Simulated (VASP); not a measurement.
Crystal: BeZn3Se4.

```xyz
8
Lattice="3.9213 0.0612 -0.0361 -1.9076 3.3881 -0.0008 -0.1191 -0.0718 12.9194" Properties=species:S:1:pos:R:3 pbc="T T T"
Be   -0.0044    2.2472    0.1661
Zn    0.0859    2.2557    6.3944
Zn    1.9723    1.1682    3.1684
Zn    1.7711    0.9810    9.7092
Se    0.1223    2.3131    2.0953
Se   -0.2599    2.3706    8.8480
Se    2.0334    1.3246    5.5183
Se    1.8872    0.8675   12.4006
```

- Program: VASP 6.6.1
- Task: relaxation of cell and atoms
- Functional: PBE
- Potentials or basis: VASP PAW PBE potentials, release 64 (Be, Zn, Se)
- Cutoff: 600 eV
- k mesh: 6 × 6 × 1
- Occupations: gaussian, width 0.1 eV
- Spin: no spin polarisation

At the start: pressure 3.9 GPa; volume 21.64 Å³/atom.

Task: How do energy, volume and symmetry change on relaxing?

Result: Over 23 steps the energy falls by 154.9 meV/atom and the volume is 22.09 Å³/atom (+2.1 %); space group P1 (No. 1, to 0.1 Å) before, P3m1 (No. 156, to 0.1 Å).

The path:
| step | energy change (eV) | largest force (eV/Å) | pressure (GPa) | volume (Å³) |
| --- | --- | --- | --- | --- |
| 1 | 0.0000 | 4.0267 | 3.91 | 173.13 |
| 2 | -0.8945 | 0.9049 | -2.84 | 186.59 |
| 3 | -0.9366 | 1.0729 | -1.90 | 183.47 |
| 4 | -1.1190 | 0.6380 | -0.38 | 177.76 |
| 5 | -1.1549 | 0.4929 | 0.78 | 174.31 |
| 6 | -1.1895 | 0.2510 | 0.11 | 176.18 |
| 7 | -1.1959 | 0.2165 | -0.31 | 177.48 |
| 8 | -1.2062 | 0.1800 | -0.06 | 176.72 |
| 9 | -1.2100 | 0.1802 | 0.23 | 175.90 |
| 10 | -1.2172 | 0.1148 | -0.02 | 176.54 |
| 11 | -1.2185 | 0.1127 | -0.19 | 176.96 |
| 12 | -1.2235 | 0.0951 | 0.03 | 176.28 |
| 13 | -1.2245 | 0.1160 | 0.19 | 175.85 |
| 14 | -1.2288 | 0.0878 | -0.04 | 176.53 |
| 15 | -1.2298 | 0.1037 | -0.22 | 177.09 |
| 16 | -1.2331 | 0.0856 | -0.12 | 176.71 |
| 17 | -1.2349 | 0.1226 | 0.21 | 175.89 |
| 18 | -1.2351 | 0.1056 | 0.12 | 176.10 |
| 19 | -1.2378 | 0.0536 | 0.03 | 176.41 |
| 20 | -1.2383 | 0.0481 | -0.07 | 176.62 |
| 21 | -1.2390 | 0.0277 | 0.07 | 176.33 |
| 22 | -1.2390 | 0.0278 | 0.08 | 176.32 |
| 23 | -1.2393 | 0.0202 | -0.05 | 176.70 |

Final structure:
```cif
data_structure
_symmetry_space_group_name_H-M 'P 1'
_symmetry_Int_Tables_number 1
_cell_length_a 3.9565
_cell_length_b 3.9544
_cell_length_c 13.0394
_cell_angle_alpha 89.934
_cell_angle_beta 90.017
_cell_angle_gamma 119.983
_cell_volume 176.70
loop_
_atom_site_label
_atom_site_type_symbol
_atom_site_fract_x
_atom_site_fract_y
_atom_site_fract_z
_atom_site_occupancy
Be1 Be 0.33442 0.66859 0.00133 1
Zn1 Zn 0.33592 0.67004 0.50055 1
Zn2 Zn 0.66513 0.32798 0.24239 1
Zn3 Zn 0.66474 0.33269 0.76002 1
Se1 Se 0.33196 0.66214 0.17324 1
Se2 Se 0.33080 0.66604 0.69053 1
Se3 Se 0.66943 0.33648 0.43173 1
Se4 Se 0.66760 0.33604 0.95021 1
```

Caveat: the k points lie up to 0.48 Å⁻¹ apart in the final cell.
